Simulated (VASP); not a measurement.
# NiO (Fm-3m) in VASP: settings compared, part 2 of 2

VASP 6.6.1. Earlier steps stand in the parts before.

### Step 3. Single point, revPBE+D3(BJ), collinear spin, ferromagnetic start

This run uses another cell than the first one, of 9.62 Å³/atom, 1.019 times its volume.

INCAR

```
SYSTEM = NiO
PREC = Accurate ; ENCUT = 520
EDIFF = 1E-6 ; ISMEAR = -1
SIGMA = 0.05 ; LREAL = .FALSE.
LASPH = .TRUE. ; NELM = 150
ALGO = Normal ; ISIF = 2
LWAVE = .FALSE. ; LCHARG = .TRUE.
ISPIN = 2 ; MAGMOM = 1 0
LORBIT = 11 ; LMAXMIX = 4
GGA = RE ; IVDW = 12
LELF = .TRUE. ; LVHAR = .TRUE.
NBANDS = 19
```

KPOINTS

```
regular mesh
0
G
  11 11 11
  0 0 0
```

POSCAR

```
NiO
1.0
    0.0000000000      2.1268120599      2.1268120599
    2.1268120599      0.0000000000      2.1268120599
    2.1268120599      2.1268120599      0.0000000000
Ni O
1 1
Direct
    0.0000000000      0.0000000000      0.0000000000
    0.5000000000      0.5000000000      0.5000000000
```

Potentials or basis: VASP PAW PBE potentials, release 64 (Ni, O).

Run with:

```sh
$ cat potpaw_PBE.64/Ni/POTCAR potpaw_PBE.64/O/POTCAR > POTCAR
$ mpirun -np 1 vasp_std > vasp.out
```

OUTCAR:

```text
SYSTEM = NiO
   PREC = Accurate
   ENCUT = 520
   EDIFF = 1E-6
   ISMEAR = -1
   LREAL = .FALSE.
   LASPH = .TRUE.
   NELM = 150
   ISIF = 2
   ISPIN = 2
   LORBIT = 11
   GGA = RE
   IVDW = 12
 IVDW          = 12

 ion  position               nearest neighbor table
   1  0.000  0.000  0.000-   2 2.13   2 2.13   2 2.13   2 2.13   2 2.13   2 2.13
   2  0.500  0.500  0.500-   1 2.13   1 2.13   1 2.13   1 2.13   1 2.13   1 2.13

  LATTYP: Found a face centered cubic cell.
 ALAT       =     4.2536241198

  Lattice vectors:

 A1 = (   0.0000000000,   2.1268120599,   2.1268120599)
 A2 = (   2.1268120599,   0.0000000000,   2.1268120599)
 A3 = (   2.1268120599,   2.1268120599,   0.0000000000)

Analysis of symmetry for initial positions (statically):
=====================================================================
 Subroutine PRICEL returns:
 Original cell was already a primitive cell.

 Routine SETGRP: Setting up the symmetry group for a
 face centered cubic supercell.

 Subroutine GETGRP returns: Found 48 space group operations
 (whereof 48 operations were pure point group operations)
 out of a pool of 48 trial point group operations.
[... 1244 lines left out ...]

 [... further k-points ...]

------------------------ aborting loop because EDIFF is reached ----------------------------------------

 Edisp (eV)   -0.99651

 E8    (eV) :    -0.6526

  FORCE on cell =-STRESS in cart. coord.  units (eV):
  Direction    XX          YY          ZZ          XY          YZ          ZX
  --------------------------------------------------------------------------------------
  -------------------------------------------------------------------------------------
  Total      -0.91971    -0.91971    -0.91971     0.00000     0.00000     0.00000
  in kB     -76.58534   -76.58534   -76.58534     0.00000     0.00000     0.00000
  external pressure =      -76.59 kB  Pullay stress =        0.00 kB

 VOLUME and BASIS-vectors are now :
 -----------------------------------------------------------------------------
  energy-cutoff  :      520.00
  volume of cell :       19.24
      direct lattice vectors                 reciprocal lattice vectors
     0.000000000  2.126812060  2.126812060    -0.235093645  0.235093645  0.235093645
     2.126812060  0.000000000  2.126812060     0.235093645 -0.235093645  0.235093645
     2.126812060  2.126812060  0.000000000     0.235093645  0.235093645 -0.235093645

 POSITION                                       TOTAL-FORCE (eV/Angst)
 -----------------------------------------------------------------------------------
      0.00000      0.00000      0.00000         0.000000      0.000000      0.000000
      2.12681      2.12681      2.12681        -0.000000     -0.000000     -0.000000
 -----------------------------------------------------------------------------------
    total drift:                                0.000000     -0.000000     -0.000000

  FREE ENERGIE OF THE ION-ELECTRON SYSTEM (eV)
  ---------------------------------------------------
  free  energy   TOTEN  =       -11.7545806806 eV

  energy  without entropy=      -11.7477083122  energy(sigma->0) =      -11.75114450

 total charge

# of ion       s       p       d       tot
------------------------------------------
    1        0.314   0.364   8.193   8.871
    2        1.559   3.411   0.000   4.970
--------------------------------------------------
tot          1.873   3.774   8.193  13.841

 magnetization (x)

# of ion       s       p       d       tot
------------------------------------------
    1        0.010   0.013   1.516   1.539
    2        0.027   0.269   0.000   0.295
--------------------------------------------------
tot          0.037   0.282   1.516   1.835
```

OSZICAR:

```text
N       E                     dE             d eps       ncg     rms          rms(c)
DAV:   1     0.869315717729E+02    0.86932E+02   -0.70603E+03  4560   0.103E+03
DAV:   2    -0.734803306974E+01   -0.94280E+02   -0.81877E+02  4403   0.235E+02
DAV:   3    -0.128677498407E+02   -0.55197E+01   -0.52555E+01  4902   0.575E+01
DAV:   4    -0.129194130580E+02   -0.51663E-01   -0.51603E-01  4716   0.544E+00
DAV:   5    -0.129201817022E+02   -0.76864E-03   -0.76859E-03  4859   0.665E-01    0.138E+01
DAV:   6    -0.122662078799E+02    0.65397E+00   -0.12455E+01  5595   0.579E+01    0.180E+01
DAV:   7    -0.107466781860E+02    0.15195E+01   -0.56024E+00  5450   0.500E+01    0.594E+00
DAV:   8    -0.107428088535E+02    0.38693E-02   -0.25899E-01  5403   0.886E+00    0.432E+00
DAV:   9    -0.107534255119E+02   -0.10617E-01   -0.77367E-02  5864   0.615E+00    0.163E+00
DAV:  10    -0.107532507810E+02    0.17473E-03   -0.33154E-02  6274   0.266E+00    0.122E+00
DAV:  11    -0.107590297705E+02   -0.57790E-02   -0.78108E-03  5363   0.245E+00    0.355E-01
DAV:  12    -0.107575008110E+02    0.15290E-02   -0.51426E-03  6017   0.151E+00    0.242E-01
DAV:  13    -0.107579853270E+02   -0.48452E-03   -0.81016E-04  5187   0.413E-01    0.141E-01
DAV:  14    -0.107579850777E+02    0.24932E-06   -0.10174E-04  5252   0.107E-01    0.839E-02
DAV:  15    -0.107580534971E+02   -0.68419E-04   -0.24188E-05  5589   0.947E-02    0.446E-02
DAV:  16    -0.107580663803E+02   -0.12883E-04   -0.19064E-05  5660   0.117E-01    0.537E-03
DAV:  17    -0.107580670828E+02   -0.70251E-06   -0.49811E-06  4255   0.188E-02
   1 F= -.11754581E+02 E0= -.11751144E+02  d E =-.687237E-02  mag=     1.8811
```

Run time: 26 s. Hardware: 1 thread of Intel Xeon Platinum 8559C (Emerald Rapids), shared host; peak memory 0.17 GiB.

What came out:

```
Free energy                                           : -11.7546 eV
Pressure                                              : -7.7 GPa
Net moment                                            : 1.88 μB per cell
Site moments                                          : Ni +1.54; O +0.29 μB
Valence electrons inside the program's atomic spheres : Ni 8.87; O 4.97
Dispersion energy per atom                            : -0.498 eV
```

Levels at points of the mesh, in eV from the Fermi level:
Spin up:
| k point | band 7 | band 8 | band 9 | band 10 | band 11 | band 12 |
| --- | --- | --- | --- | --- | --- | --- |
| (0.00, 0.00, 0.00) | -2.60 | -2.60 | -2.60 | 1.31 | 17.76 | 18.57 |
Spin down:
```csv
k point,band 4,band 5,band 6,band 7,band 8,band 9,band 10,band 11
"(0.00, 0.00, 0.00)",-2.15,-1.73,-1.73,-1.73,-0.38,-0.38,1.68,17.66
```

Caveat: the PAW data sets were made with another functional, which shifts forces and pressure a little; a cell with one magnetic atom can't hold antiferromagnetic order, which such compounds often take; semilocal functionals often make such compounds metallic where correlation or magnetic order opens a gap, which also shifts bond lengths; pairwise dispersion overbinds metals, which lowers pressure and volume. With open d or f shells a metallic result of revPBE can be an artefact of self-interaction; +U or a hybrid may open a gap.

### Step 4. Single point, r2SCAN+rVV10, collinear spin, ferromagnetic start

This run uses another cell than the first one, of 9.10 Å³/atom, 0.964 times its volume.

POSCAR

```
NiO
1.0
    0.0000000000      2.0877828764      2.0877828764
    2.0877828764      0.0000000000      2.0877828764
    2.0877828764      2.0877828764      0.0000000000
Ni O
1 1
Direct
    0.0000000000      0.0000000000      0.0000000000
    0.5000000000      0.5000000000      0.5000000000
```

INCAR.step1

```
SYSTEM = NiO
ALGO = Normal ; EDIFF = 1E-4
ENCUT = 520 ; GGA = PE
ISMEAR = -1 ; ISPIN = 2
LASPH = .TRUE. ; LCHARG = .FALSE.
LMAXMIX = 4 ; LREAL = .FALSE.
LWAVE = .TRUE. ; MAGMOM = 1 0
NBANDS = 19 ; NELM = 150
PREC = Accurate ; SIGMA = 0.05
```

INCAR.step2

```
SYSTEM = NiO
ALGO = Normal ; BPARAM = 11.95
CPARAM = 0.0093 ; EDIFF = 1E-6
ENCUT = 520 ; ISIF = 2
ISMEAR = -1 ; ISPIN = 2
ISTART = 1 ; IVDW_NL = 2
LASPH = .TRUE. ; LCHARG = .TRUE.
LELF = .TRUE. ; LMAXMIX = 4
LMIXTAU = .TRUE. ; LORBIT = 11
LREAL = .FALSE. ; LUSE_VDW = .TRUE.
LVHAR = .TRUE. ; LWAVE = .FALSE.
MAGMOM = 1 0 ; METAGGA = R2SCAN
NBANDS = 19 ; NELM = 150
PREC = Accurate ; SIGMA = 0.05
```

KPOINTS

```
k-points
0
G
  11 11 11
  0 0 0
```

Run with:

```sh
$ cat potpaw_PBE.64/Ni/POTCAR potpaw_PBE.64/O/POTCAR > POTCAR
$ cp INCAR.step1 INCAR
$ mpirun -np 1 vasp_std > vasp.out
$ cp INCAR.step2 INCAR
$ mpirun -np 1 vasp_std > vasp.out
```

Run time: 96 s. Hardware: 1 thread of Intel Xeon Platinum 8559C (Emerald Rapids), shared host; peak memory 0.24 GiB.

The run converged. Its results:

| Item | Value |
| --- | --- |
| Free energy | -19.7090 eV |
| Pressure | 0.3 GPa |
| Band gap on the k mesh | 0.74 eV, indirect (least direct gap 1.70 eV) |
| Net moment | 2.00 μB per cell |
| Site moments | Ni +1.69; O +0.28 μB |
| Valence electrons inside the program's atomic spheres | Ni 8.93; O 5.05 |

Levels at points of the mesh, in eV from the valence-band top:
Spin up:
| k point | band 6 | band 7 | band 8 | band 9 | band 10 | band 11 | band 12 | band 13 |
| --- | --- | --- | --- | --- | --- | --- | --- | --- |
| (0.00, 0.00, 0.00) | -3.07 | -2.78 | -2.78 | -2.78 | 2.19 | 18.78 | 19.67 | 19.67 |
Spin down:
| k point | band 4 | band 5 | band 6 | band 7 | band 8 | band 9 | band 10 | band 11 |
| --- | --- | --- | --- | --- | --- | --- | --- | --- |
| (0.00, 0.00, 0.00) | -2.19 | -2.09 | -2.09 | -2.09 | 0.74 | 0.74 | 2.75 | 18.87 |

Caveat: the PAW data sets were made with another functional, which shifts forces and pressure a little; a cell with one magnetic atom can't hold antiferromagnetic order, which such compounds often take. A k mesh can miss the band edges.

### Step 5. Summary

```tsv
level	cell	gap on the mesh (eV)	pressure (GPa)	moment (μB)
revPBE+D3(BJ)	a = 2.989 Å, angles 60.0°, 2 atoms	none	-4.3	1.85
revPBE+D3(BJ)	a = 3.008 Å, angles 60.0°, 2 atoms	none	-7.7	1.88
r2SCAN+rVV10	a = 2.953 Å, angles 60.0°, 2 atoms	0.74	0.3	2.00
```

Alike in all rows: task single point; potentials or basis VASP PAW PBE potentials, release 64 (Ni, O); spin collinear, ferromagnetic start; k mesh 11 × 11 × 11; cutoff (eV) 520; smearing fermi-dirac 0.05 eV.

Caveats: the PAW data sets were made with another functional, which shifts forces and pressure a little; a cell with one magnetic atom can't hold antiferromagnetic order, which such compounds often take; semilocal functionals often make such compounds metallic where correlation or magnetic order opens a gap, which also shifts bond lengths (some runs); pairwise dispersion overbinds metals, which lowers pressure and volume (some runs).

Absolute energies hang on the potentials; compare differences alone.
